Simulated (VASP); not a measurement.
Write the native input for VASP 6.6.1 that does the following.

```yaml
Task: single point
Functional: PBE
Potentials_or_basis: VASP PAW PBE potentials, release 64 (Pb_d, S)
Cutoff: 400 eV
k_mesh: 8 × 8 × 8
Occupations: fermi-dirac, width 0.012 eV
Spin: no spin polarisation
Dipole_correction: no
k_mesh_for_the_DOS: 12 × 12 × 12
Occupations_for_the_DOS: tetrahedron
Further_INCAR_settings: ALGO = Normal; EDIFF = 1e-06; NBANDS = 17
```

Crystal: PbS.

```
Pb S
1.0
     0.00000    2.95333    2.95333
     2.95333    0.00000    2.95333
     2.95333    2.95333    0.00000
Pb S
1 1
Direct
  0.00000 0.00000 0.00000
  0.50000 0.50000 0.50000
```

One way to write it, as run:

POSCAR

```
PbS
1.0
    0.0000000000      2.9533260000      2.9533260000
    2.9533260000      0.0000000000      2.9533260000
    2.9533260000      2.9533260000      0.0000000000
Pb S
1 1
Direct
    0.0000000000      0.0000000000      0.0000000000
    0.5000000000      0.5000000000      0.5000000000
```

INCAR.step1

```
PREC = Accurate
ENCUT = 400
EDIFF = 1E-6
ISMEAR = -1
SIGMA = 0.012
LREAL = F
LASPH = T
NELM = 120
ALGO = Normal
ISIF = 2
LWAVE = F
LCHARG = T
GGA = PE
NBANDS = 17
GGA_COMPAT = F
NEDOS = 2001
LORBIT = 11
```

KPOINTS.step1

```
Automatic mesh
0
Gamma
  8 8 8
```

INCAR.step2

```
PREC = Accurate
ENCUT = 400
EDIFF = 1E-6
ISMEAR = -5
SIGMA = 0.012
LREAL = F
LASPH = T
NELM = 120
ALGO = Normal
ISIF = 2
LWAVE = F
LCHARG = F
GGA = PE
LORBIT = 11
NBANDS = 17
NEDOS = 2001
ICHARG = 11
GGA_COMPAT = F
```

KPOINTS.step2

```
Automatic mesh
0
Gamma
  12 12 12
```

Potentials or basis: VASP PAW PBE potentials, release 64 (Pb_d, S).

Command:

```bash
$ cat potpaw_PBE.64/Pb_d/POTCAR potpaw_PBE.64/S/POTCAR > POTCAR
$ cp INCAR.step1 INCAR
$ cp KPOINTS.step1 KPOINTS
$ mpirun -np 1 vasp_std > vasp.out
$ cp INCAR.step2 INCAR
$ cp KPOINTS.step2 KPOINTS
$ mpirun -np 1 vasp_std > vasp.out
```

Results of the run:

| Quantity | Value |
| --- | --- |
| Valence electrons inside the program's atomic spheres | Pb 11.85; S 3.69 |

It took 18 s on 1 thread of Intel(R) Xeon(R) 6975P-C (Granite Rapids) (shared host), peak memory 0.17 GiB.
